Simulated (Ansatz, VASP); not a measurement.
Two plane-wave programs on MnS

Contents of INCAR:

```
SYSTEM = MnS
PREC = Accurate ; ENCUT = 520
EDIFF = 1E-8 ; ISMEAR = -1
SIGMA = 0.05 ; LREAL = .False.
LASPH = .True. ; NELM = 150
ALGO = Normal ; ISIF = 2
LWAVE = .False. ; LCHARG = .False.
LNONCOLLINEAR = .True. ; MAGMOM = 0 0 4 0 0 0
LORBIT = 11 ; LSORBIT = .True.
GGA_COMPAT = .False. ; LORBMOM = .True.
LMAXMIX = 4 ; GGA = PE
LEFG = .True. ; NBANDS = 31
```

KPOINTS

```
Automatic mesh
0
Gamma
  10 10 10
  0 0 0
```

Contents of POSCAR:

```
MnS
1.0
    0.0000000000      2.8000000000      2.8000000000
    2.8000000000      0.0000000000      2.8000000000
    2.8000000000      2.8000000000      0.0000000000
Mn S
1 1
Direct
    0.0000000000      0.0000000000      0.0000000000
    0.7500000000      0.7500000000      0.7500000000
```

Input for Ansatz:

```yaml
crystal:
  lattice:
    - [0.0, 2.8, 2.8]
    - [2.8, 0.0, 2.8]
    - [2.8, 2.8, 0.0]
  atoms:
    - { symbol: Mn, position: [0.0, 0.0, 0.0], spin: 4.0 }
    - { symbol: S, position: [0.75, 0.75, 0.75] }
magnetization:
  noncollinear: true
  spin_orbit: true
kpoints:
  mp_grid: { grid: [10, 10, 10] }
  band_path:
    path:
      - [0.0, 0.0, 0.0]
      - [-0.5, -0.5, 0.0]
      - [-0.375, -0.375, 0.25]
      - [-0.375, 0.0, 0.375]
      - [0.0, 0.0, 0.0]
      - [0.0, 0.0, 0.5]
      - [-0.5, -0.25, 0.25]
      - [-0.5, -0.5, 0.0]
    npoints: 5
scf:
  occupations: { method: fermi_dirac, width: 0.05 }
hamiltonian:
  xc: pbe
  pseudopotentials: { kind: paw_fr }
output:
  forces: true
  stress: true
  eigenvalues: true
  efg: { contact_densities: true }
```

Alike in both runs: task electric field gradients; functional PBE; k mesh 10 × 10 × 10; occupations fermi-dirac, width 0.05 eV; non-collinear spin, spin-orbit coupling.

|  | VASP | Ansatz |
| --- | --- | --- |
| version | VASP 6.6.1 | Ansatz 0.2.0 |
| potentials or method | VASP PAW PBE potentials, release 64 (Mn_pv, S) | PAW with Ansatz's default frozen-core files, fully relativistic files with spin-orbit coupling |
| plane-wave cutoff (eV) | 520 | 420 |
| valence electrons in the cell | 19 | 21 |

Ansatz gave:

| Quantity | Value |
| --- | --- |
| pressure (GPa) | 1.0 |
| net moment per atom (μB) | 2.46 |

Problem. Estimate VASP's values.

Solution. Pressure (GPa): 1.1; net moment per atom (μB): 2.46.

VASP's potentials hold 19 valence electrons a cell and Ansatz's 21, so a difference there can come from the potentials and not from the codes. Ansatz's warnings: stress scf threshold loose.
